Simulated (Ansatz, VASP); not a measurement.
**One calculation of Al3Ni2, two programs**

Contents of INCAR:

```
SYSTEM = Al3Ni2
ALGO = Fast
EDIFF = 1E-6
ENCUT = 520
GGA = PS
ISIF = 2
ISMEAR = 0
LASPH = .TRUE.
LCHARG = .FALSE.
LREAL = .FALSE.
LWAVE = .FALSE.
NBANDS = 22
NELM = 60
PREC = Accurate
SIGMA = 0.15
```

File KPOINTS:

```
k-points
0
G
  12 12 10
  0 0 0
```

Contents of POSCAR:

```
Al3Ni2
1.0
    4.1032181344      0.0000000000      0.0000000000
   -2.0516090672      3.5534911417      0.0000000000
    0.0000000000      0.0000000000      4.9809512260
Al Ni
3 2
Direct
    0.0000000000      0.0000000000      0.0000000000
    0.3333333333      0.6666666667      0.6477829059
    0.6666666667      0.3333333333      0.3522170941
    0.3333333333      0.6666666667      0.1455709067
    0.6666666667      0.3333333333      0.8544290933
```

Input for Ansatz:

```yaml
crystal:
  lattice:
    - [4.1032181344, 0.0, 0.0]
    - [-2.0516090672, 3.5534911417, 0.0]
    - [0.0, 0.0, 4.980951226]
  atoms:
    - { symbol: Al, position: [0.0, 0.0, 0.0] }
    - { symbol: Al, position: [0.3333333333, 0.6666666667, 0.6477829059] }
    - { symbol: Al, position: [0.6666666667, 0.3333333333, 0.3522170941] }
    - { symbol: Ni, position: [0.3333333333, 0.6666666667, 0.1455709067] }
    - { symbol: Ni, position: [0.6666666667, 0.3333333333, 0.8544290933] }
basis:
  ecutwfc: 420
kpoints:
  mp_grid: { grid: [12, 12, 10] }
hamiltonian:
  xc: pbesol
scf:
  occupations: { method: gaussian, width: 0.15 }
output:
  forces: true
  stress: true
  eigenvalues: true
```

Change from the starting cell: strain +0.025 along x and y, +0.025 along z, atoms carried along.

Alike in both runs: task single point; functional PBEsol; k mesh 12 × 12 × 10; occupations gaussian, width 0.15 eV; no spin polarisation.

|  | VASP | Ansatz |
| --- | --- | --- |
| version | VASP 6.6.1 | Ansatz 0.2.0 |
| potentials or method | VASP PAW PBE potentials, release 64 (Al, Ni), cutoff 520 eV | scalar-relativistic, plane waves, PAW |
| valence electrons in the cell | 29 | 45 |

Ansatz gave:

| Item | Value |
| --- | --- |
| gap on the k mesh at the Fermi level (eV) | none |
| pressure (GPa) | -9.1 |
| traceless stress, the component that is largest in VASP (GPa) | -0.42 |
| rms of the force components (eV/Å) | 0.044 |

Q: What did VASP give for the same quantities?

A: gap on the k mesh at the Fermi level (eV): none; pressure (GPa): -9.8; traceless stress, the component that is largest in VASP (GPa): -0.40; rms of the force components (eV/Å): 0.041.

VASP's potentials were made for PBE, not for PBEsol. Atom by atom the forces differ by 0.005 eV/Å (rms over components). A gap of «none» marks a metal or a gap that the smearing closes. With one functional, cell and mesh, what is left measures potentials, basis and numerics. VASP's potentials hold 29 valence electrons a cell and Ansatz's 45, so a difference there can come from the potentials and not from the codes.
